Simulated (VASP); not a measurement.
Set up this calculation in VASP 6.6.1, as the native input.

| Property | Result |
| --- | --- |
| Task | single point |
| Functional | PBE |
| Potentials or basis | VASP PAW PBE potentials, release 64 (Si, Te) |
| Cutoff | 520 eV |
| k mesh | 7 × 7 × 7 |
| Occupations | fermi-dirac, width 0.05 eV |
| Spin | no spin polarisation |
| Dipole correction | no |
| Further INCAR settings | ALGO = Normal; EDIFF = 1e-06; NBANDS = 12 |

The structure of SiTe lies in POSCAR:

```
SiTe
1.0
    3.7426635655      0.0000000000      0.0000000000
    0.0000000000      3.7426635655      0.0000000000
    0.0000000000      0.0000000000      3.7426635655
Si Te
1 1
Direct
    0.0000000000      0.0000000000      0.0000000000
    0.5000000000      0.5000000000      0.5000000000
```

This cell differs from its parent crystal: volume scaled by 0.98.

These files were run (other wordings do the same):

INCAR

```
SYSTEM = SiTe
PREC     = Accurate       ! precision mode
ENCUT    = 520            ! plane-wave cutoff, eV
EDIFF    = 1E-6           ! SCF threshold, eV
ISMEAR   = -1             ! smearing method
SIGMA    = 0.05           ! smearing width, eV
LREAL    = .FALSE.        ! projectors in reciprocal space
LASPH    = .TRUE.         ! aspherical terms in the spheres
NELM     = 80             ! most SCF steps
ALGO     = Normal         ! electronic algorithm
ISIF     = 2              ! what is computed and relaxed
LWAVE    = .FALSE.        ! write WAVECAR
LCHARG   = .FALSE.        ! write CHGCAR
GGA      = PE             ! functional
NBANDS   = 12             ! bands
```

KPOINTS

```
regular mesh
0
G
  7 7 7
  0 0 0
```

Potentials or basis: VASP PAW PBE potentials, release 64 (Si, Te).

Run with:

```bash
$ cat potpaw_PBE.64/Si/POTCAR potpaw_PBE.64/Te/POTCAR > POTCAR
$ mpirun -np 1 vasp_std > vasp.out
```

Results of the run:

The pressure is -6.6 GPa and the band gap on the k mesh is zero (band 5 reaches 6.99 eV, above the bottom of band 6 at 5.18 eV).

Caveat: spin-orbit coupling is left out, which moves the levels of the heavy elements.

Run time: 9.3 s on 1 thread of Intel(R) Xeon(R) 6975P-C (Granite Rapids) (shared host), peak memory 0.15 GiB.
